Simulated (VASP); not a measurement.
Write the native input for VASP 6.6.1 that does the following.

```yaml
Task: single point
Functional: PBEsol
Potentials_or_basis: VASP PAW PBE potentials, release 64 (Ti_sv, B)
Cutoff: 520 eV
k_mesh: 18 × 18 × 14
Occupations: gaussian, width 0.1 eV
Spin: no spin polarisation
Dipole_correction: no
Further_INCAR_settings: ALGO = Normal; EDIFF = 1e-06; NBANDS = 16
```

The structure of TiB2 lies in POSCAR:

```
TiB2
1.0
    3.0172065488      0.0000000000      0.0000000000
   -1.5086032744      2.6129775198      0.0000000000
    0.0000000000      0.0000000000      3.1858007608
Ti B
1 2
Direct
    0.0000000000      0.0000000000      0.0000000000
    0.3333333333      0.6666666667      0.5000000000
    0.6666666667      0.3333333333      0.5000000000
```

The input as run:

INCAR

```
SYSTEM = TiB2
PREC = Accurate ; ENCUT = 520
EDIFF = 1E-6 ; ISMEAR = 0
SIGMA = 0.1 ; LREAL = .FALSE.
LASPH = .TRUE. ; NELM = 80
ALGO = Normal ; ISIF = 2
LWAVE = .FALSE. ; LCHARG = .FALSE.
GGA = PS ; NBANDS = 16
```

KPOINTS

```
Automatic mesh
0
G
  18 18 14
  0 0 0
```

Potentials or basis: VASP PAW PBE potentials, release 64 (Ti_sv, B).

Command:

```bash
$ cat potpaw_PBE.64/Ti_sv/POTCAR potpaw_PBE.64/B/POTCAR > POTCAR
$ mpirun -np 1 vasp_std > vasp.out
```

It gave:

```json
{"Pressure": "0.4 GPa", "Band gap on the k mesh": "zero (bands 9 and 10 overlap by 0.63 eV)"}
```

Caveat: the PAW data sets were made with another functional, which shifts forces and pressure a little.

Wall time 74 s on 1 thread of Intel Xeon 8259CL, with other jobs on the host, peak memory 0.23 GiB.
